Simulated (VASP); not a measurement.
Write the native input for VASP 6.6.1 that does the following.

* Task: single point
* Functional: PBEsol
* Potentials or basis: VASP PAW PBE potentials, release 64 (W_sv, C)
* Cutoff: 520 eV
* k mesh: 24 × 24 × 18
* Occupations: gaussian, width 0.1 eV
* Spin: no spin polarisation
* Dipole correction: no
* Further INCAR settings: ALGO = Normal; EDIFF = 1e-07; NBANDS = 16

The structure of WC lies in POSCAR:

```
WC
1.0
    2.8984787829      0.0000000000      0.0000000000
   -1.4492393914      2.5101562583      0.0000000000
    0.0000000000      0.0000000000      2.9550059137
W C
1 1
Direct
    0.0000000000      0.0000000000      0.0000000000
    0.6666666667      0.3333333333      0.5000000000
```

This cell differs from its parent crystal: strain along c alone, the other axes held: +4.5 %.

These files were run (other wordings do the same):

INCAR

```
PREC = Accurate
ENCUT = 520
EDIFF = 1E-7
ISMEAR = 0
SIGMA = 0.1
LREAL = F
LASPH = T
NELM = 100
ALGO = Normal
ISIF = 2
LWAVE = F
LCHARG = F
GGA = PS
NBANDS = 16
```

KPOINTS

```
regular mesh
0
Gamma
  24 24 18
```

Potentials or basis: VASP PAW PBE potentials, release 64 (W_sv, C).

The run is started by

```bash
$ cat potpaw_PBE.64/W_sv/POTCAR potpaw_PBE.64/C/POTCAR > POTCAR
$ mpirun -np 1 vasp_std > vasp.out
```

It gave:

* Pressure: -16.6 GPa
* Band gap on the k mesh: zero (band 9 reaches 10.93 eV, above the bottom of band 10 at 9.84 eV)

Caveat: the cell differs from its parent crystal (strain along c alone, the other axes held: +4.5 %); the PAW data sets were made with another functional, which shifts forces and pressure a little; spin-orbit coupling is left out, which moves the levels of the heavy elements.

It took 96 s on 1 thread of Intel(R) Xeon(R) Platinum 8259CL CPU @ 2.50GHz (Skylake/Cascade Lake), on a shared host, peak memory 0.31 GiB.
